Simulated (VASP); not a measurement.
## F: single point with PBE

The system is F.

```xyz
1
Lattice="-1.3518 1.3518 1.3518 1.3518 -1.3518 1.3518 1.3518 1.3518 -1.3518" Properties=species:S:1:pos:R:3 pbc="T T T"
F     0.0000    0.0000    0.0000
```

```json
{"Program": "VASP 6.6.1", "Task": "single point", "Functional": "PBE", "Potentials or basis": "VASP PAW PBE potentials, release 64 (F)", "Cutoff": "520 eV", "k mesh": "28 × 28 × 28", "Occupations": "fermi-dirac, width 0.0612256 eV", "Spin": "no spin polarisation", "Dipole correction": "no", "Further INCAR settings": "ALGO = Normal; EDIFF = 1e-07; NBANDS = 10"}
```

The pressure is 0.5 GPa.

Levels at points of the mesh, in eV from the Fermi level:
```csv
k point,band 2,band 3,band 4,band 5,band 6,band 7
"(0.00, 0.00, 0.00)",0.46,0.46,0.46,13.89,36.65,36.65
"(0.50, 0.00, 0.00)",-4.03,-0.59,0.31,20.00,22.76,28.79
"(0.50, 0.50, 0.50)",-2.05,-2.05,-2.05,20.42,20.42,32.21
```

Run time: 22 s on 1 thread of Intel(R) Xeon(R) 6975P-C (Granite Rapids), with other jobs on the host, peak memory 0.15 GiB.

Caveat: an odd number of electrons without spin polarisation forces a metal; a magnetic or distorted state may lie lower.
